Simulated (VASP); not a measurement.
PtWSe4: single point with PBE

Crystal: PtWSe4.

```
Pt W Se
1.0
     4.38331    0.00000    0.00000
     0.00000    4.38331    0.00000
     0.00000    0.00000    6.24953
Pt W Se
1 1 4
Cartesian
  2.1917 2.1917 0.0000
  0.0000 0.0000 3.1248
  2.1917 0.0000 1.6178
  2.1917 0.0000 4.6317
  0.0000 2.1917 4.6317
  0.0000 2.1917 1.6178
```

The cell was generated, and may not be a known phase.

```json
{
  "Program": "VASP 6.6.1",
  "Task": "single point",
  "Functional": "PBE",
  "Potentials or basis": "VASP PAW PBE potentials, release 64 (Pt, W_sv, Se)",
  "Cutoff": "520 eV",
  "k mesh": "8 × 8 × 6",
  "Occupations": "gaussian, width 0.1 eV",
  "Spin": "no spin polarisation",
  "Dipole correction": "no",
  "Further INCAR settings": "ALGO = Normal; EDIFF = 1e-06; NBANDS = 33"
}
```

```yaml
Pressure: 0.1 GPa
Largest_force: 0.018 eV/Å
Band_gap_on_the_k_mesh: zero (bands 24 and 25 overlap by 0.83 eV)
```

Forces on the atoms (eV/Å):
```
Pt   0.000  0.000  0.000
W    0.000  0.000  0.000
Se   0.000  0.000 -0.018
Se   0.000  0.000  0.018
Se   0.000  0.000  0.018
Se   0.000  0.000 -0.018
```

Levels at points of the mesh, in eV from the Fermi level:
```tsv
k point	band 22	band 23	band 24	band 25	band 26	band 27
(0.00, 0.00, 0.00)	-0.64	-0.64	-0.51	1.05	1.39	1.39
(0.50, 0.00, 0.00)	-1.52	-0.90	-0.49	0.48	0.62	1.26
(0.50, 0.50, 0.00)	-0.45	-0.20	-0.20	0.99	1.21	1.81
(0.00, 0.00, 0.50)	-1.28	-0.56	-0.49	0.78	0.78	1.08
(0.50, 0.00, 0.50)	-2.66	-1.68	-1.68	-0.35	-0.11	2.18
(0.50, 0.50, 0.50)	-0.95	-0.40	0.24	0.71	0.72	1.89
```

Wall time 7.1 min on 1 thread of Intel Xeon 8259CL, with other jobs on the host, peak memory 0.4 GiB.

Caveat: spin-orbit coupling is left out, which moves the levels of the heavy elements.
